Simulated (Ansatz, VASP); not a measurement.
## CuO: VASP beside Ansatz

INCAR

```
SYSTEM = CuO
PREC = Accurate
ENCUT = 520
EDIFF = 1E-7
ISMEAR = -1
SIGMA = 0.05
LREAL = .False.
LASPH = .True.
NELM = 60
ALGO = Normal
ISIF = 2
LWAVE = .False.
LCHARG = .False.
GGA = PE
NBANDS = 25
```

The input KPOINTS:

```
regular mesh
0
Gamma
  7 7 5
  0 0 0
```

The input POSCAR:

```
CuO
1.0
    3.4220509700      0.0342205097      0.0000000000
    0.0342205097      3.4220509700      0.0000000000
    0.0000000000      0.0000000000      4.2604614800
Cu O
2 2
Direct
    0.0000000000      0.5000000000      0.0000000000
    0.5000000000      0.0000000000      0.5000000000
    0.0000000000      0.0000000000      0.2500000000
    0.0000000000      0.0000000000      0.7500000000
```

Contents of input.yaml:

```yaml
crystal:
  lattice:
    - [3.42205097, 0.0342205097, 0.0]
    - [0.0342205097, 3.42205097, 0.0]
    - [0.0, 0.0, 4.26046148]
  atoms:
    - { symbol: Cu, position: [0.0, 0.5, 0.0] }
    - { symbol: Cu, position: [0.5, 0.0, 0.5] }
    - { symbol: O, position: [0.0, 0.0, 0.25] }
    - { symbol: O, position: [0.0, 0.0, 0.75] }
hamiltonian:
  xc: pbe
  pseudopotentials: { kind: paw }
kpoints:
  mp_grid: { grid: [7, 7, 5] }
  band_path:
    path:
      - [[0.0, 0.0, 0.0], [0.4901970395, -0.4901970395, 0.0], [0.0, -0.5, 0.0], [0.0, -0.5, -0.5], [0.4901970395, -0.4901970395, -0.5], [0.0, 0.0, -0.5], [0.0, 0.0, 0.0], [-0.5, -0.5, 0.0], [-0.4901970395, -0.5098029605, 0.0], [-0.4901970395, -0.5098029605, -0.5], [-0.5, -0.5, -0.5], [-0.5, -0.5, 0.0]]
      - [[0.0, 0.0, -0.5], [-0.5, -0.5, -0.5]]
    npoints: 14
scf:
  occupations: { method: fermi_dirac, width: 0.05 }
  n_extra_bands: 10
output:
  forces: true
  stress: true
  eigenvalues: true
  fatbands: false
```

Alike in both runs: functional PBE; k mesh 7 × 7 × 5; occupations fermi-dirac, width 0.05 eV; no spin polarisation.

|  | VASP | Ansatz |
| --- | --- | --- |
| version | VASP 6.6.1 | Ansatz 0.2.0 |
| potentials or method | VASP PAW PBE potentials, release 64 (Cu, O) | Ansatz PAW |
| plane-wave cutoff (eV) | 520 | 420 |
| valence electrons in the cell | 34 | 50 |
| task | single point | band structure |

|  | VASP | Ansatz | Ansatz less VASP |
| --- | --- | --- | --- |
| gap on the k mesh at the Fermi level (eV) | none | none | - |
| pressure (GPa) | -2.3 | -2.8 | -0.47 |
| traceless stress, the component that is largest in VASP (GPa) | 23.62 | 24.19 | +0.570 |

A gap of «none» marks a metal or a gap that the smearing closes. With one functional, cell and mesh, what is left measures potentials, basis and numerics. VASP's potentials hold 34 valence electrons a cell and Ansatz's 50, so a difference there can come from the potentials and not from the codes.
